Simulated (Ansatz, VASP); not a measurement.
## Cu: VASP beside Ansatz

File POSCAR:

```
Cu
1.0
   -1.4247584035      1.4247584035      1.3760814500
    1.4247584035     -1.4247584035      1.3760814500
    1.4608282365      1.4608282365     -1.3760814500
Cu
1
Direct
    0.0000000000      0.0000000000      0.0000000000
```

Contents of INCAR.step1:

```
PREC     = Accurate       # precision mode
ENCUT    = 520            # plane-wave cutoff, eV
ISMEAR   = 0              # smearing method
SIGMA    = 0.15           # smearing width, eV
LREAL    = False          # projectors in reciprocal space
LASPH    = True           # aspherical terms in the spheres
NELM     = 80             # most SCF steps
NBANDS   = 12             # bands
GGA      = PE             # functional
ALGO     = Normal         # electronic algorithm
EDIFF    = 1E-4           # SCF threshold, eV
LWAVE    = True           # write WAVECAR
LCHARG   = False          # write CHGCAR
```

File INCAR.step2:

```
PREC     = Accurate       # precision mode
ENCUT    = 520            # plane-wave cutoff, eV
EDIFF    = 1E-6           # SCF threshold, eV
ISMEAR   = 0              # smearing method
SIGMA    = 0.15           # smearing width, eV
LREAL    = False          # projectors in reciprocal space
LASPH    = True           # aspherical terms in the spheres
NELM     = 80             # most SCF steps
ALGO     = Normal         # electronic algorithm
ISIF     = 2              # what is computed and relaxed
LWAVE    = False          # write WAVECAR
LCHARG   = False          # write CHGCAR
METAGGA  = R2SCAN         # meta-GGA
LMIXTAU  = True         
NBANDS   = 12             # bands
ISTART   = 1
```

The input KPOINTS:

```
regular mesh
0
Gamma
  24 24 24
```

Input for Ansatz:

```yaml
crystal:
  lattice:
    - [-1.4247584035, 1.4247584035, 1.37608145]
    - [1.4247584035, -1.4247584035, 1.37608145]
    - [1.4608282365, 1.4608282365, -1.37608145]
  atoms:
    - { symbol: Cu, position: [0.0, 0.0, 0.0] }
basis:
  ecutwfc: 500
kpoints:
  mp_grid: { grid: [24, 24, 24] }
hamiltonian:
  xc: r2scan
scf:
  occupations: { method: gaussian, width: 0.15 }
output:
  forces: true
  stress: true
  eigenvalues: true
```

Change from the starting cell: strain +0.0250 x Voigt [0, 0, 0, 0, 0, 1], atoms carried along.

Alike in both runs: task single point; functional r2SCAN; k mesh 24 × 24 × 24; occupations gaussian, width 0.15 eV; no spin polarisation.

|  | VASP | Ansatz |
| --- | --- | --- |
| version | VASP 6.6.1 | Ansatz 0.2.0 |
| potentials or method | VASP PAW PBE potentials, release 64 (Cu), cutoff 520 eV | scalar-relativistic, plane waves, PAW |
| valence electrons in the cell | 11 | 19 |

Ansatz gave:

```
gap on the k mesh at the Fermi level (eV)                     : none
pressure (GPa)                                                : 0.4
traceless stress, the component that is largest in VASP (GPa) : -2.82
```

Q: Which values does VASP return?

A: gap on the k mesh at the Fermi level (eV): none; pressure (GPa): 1.1; traceless stress, the component that is largest in VASP (GPa): -2.82.

VASP's potentials were made for PBE, not for r2SCAN. A gap of «none» marks a metal or a gap that the smearing closes. With one functional, cell and mesh, what is left measures potentials, basis and numerics. VASP's potentials hold 11 valence electrons a cell and Ansatz's 19, so a difference there can come from the potentials and not from the codes.
